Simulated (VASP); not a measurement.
A run of VASP 6.6.1 is set up as follows.

The input POSCAR:

```
Si
1.0
    3.8247397381      0.0000000000      0.0000000000
   -1.9123698691      3.3123217761      0.0000000000
    0.0000000000      0.0000000000      6.3247506367
Si
4
Direct
    0.3333333333      0.6666666667      0.0000086267
    0.6666666667      0.3333333333      0.5000086267
    0.3333333333      0.6666666667      0.3739913733
    0.6666666667      0.3333333333      0.8739913733
```

The input INCAR.step1:

```
SYSTEM = Si
PREC = Accurate
ENCUT = 520
EDIFF = 1E-5
ISMEAR = 0
SIGMA = 0.01
LREAL = .False.
LASPH = .True.
NELM = 100
ALGO = Normal
ISIF = 2
LWAVE = .True.
LCHARG = .False.
GGA = PE
NBANDS = 16
```

INCAR.step2

```
SYSTEM = Si
PREC = Accurate
ENCUT = 520
EDIFF = 1E-7
ISMEAR = 0
SIGMA = 0.01
LREAL = .False.
LASPH = .True.
NELM = 100
ALGO = Normal
ISIF = 2
LWAVE = .False.
LCHARG = .False.
GGA = PE
LHFCALC = .True.
AEXX = 0.25
PRECFOCK = Normal
ISTART = 1
NBANDS = 16
```

File KPOINTS:

```
regular mesh
0
Gamma
  6 6 4
  0 0 0
```

Potentials or basis: VASP PAW PBE potentials, release 64 (Si).

Command:

```console
$ cat potpaw_PBE.64/Si/POTCAR > POTCAR
$ cp INCAR.step1 INCAR
$ mpirun -np 1 vasp_std > vasp.out
$ cp INCAR.step2 INCAR
$ mpirun -np 1 vasp_std > vasp.out
```

Predict the largest force.

0.013 eV/Å.

Predict the band gap on the k mesh.

1.65 eV (least direct gap 2.40 eV).

Predict the pressure.

-0.1 GPa.

Stress tensor (GPa, compression positive):
```
 0.01  0.00  0.00
 0.00  0.01  0.00
 0.00  0.00 -0.27
```

Caveat: the PAW data sets were made with another functional, which shifts forces and pressure a little. A k mesh can miss the band edges.
